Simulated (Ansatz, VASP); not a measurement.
## One calculation of Se, two programs

```
Se
1.0
     3.68380    0.00000    0.00000
    -1.84190    3.19026    0.00000
     0.00000    0.00000    3.81281
Se
2
Direct
  0.33333 0.66667 0.25000
  0.66667 0.33333 0.75000
```

Alike in both runs: functional PBE; k mesh 19 × 19 × 10; occupations fermi-dirac, width 0.03 eV; no spin polarisation.

Ansatz relaxed the structure, and its values are those at the end. VASP's run is a single point on that final structure, the one shown.

|  | VASP | Ansatz |
| --- | --- | --- |
| version | VASP 6.6.1 | Ansatz 0.2.0 |
| potentials or method | VASP PAW PBE potentials, release 64 (Se) | PAW with Ansatz's default frozen-core files, scalar-relativistic |
| plane-wave cutoff (eV) | 520 | 420 |
| valence electrons in the cell | 12 | 32 |

```tsv
	VASP	Ansatz	Ansatz less VASP
pressure (GPa)	0.0	0.0	-0.02
```

VASP's potentials hold 12 valence electrons a cell and Ansatz's 32, so a difference there can come from the potentials and not from the codes.
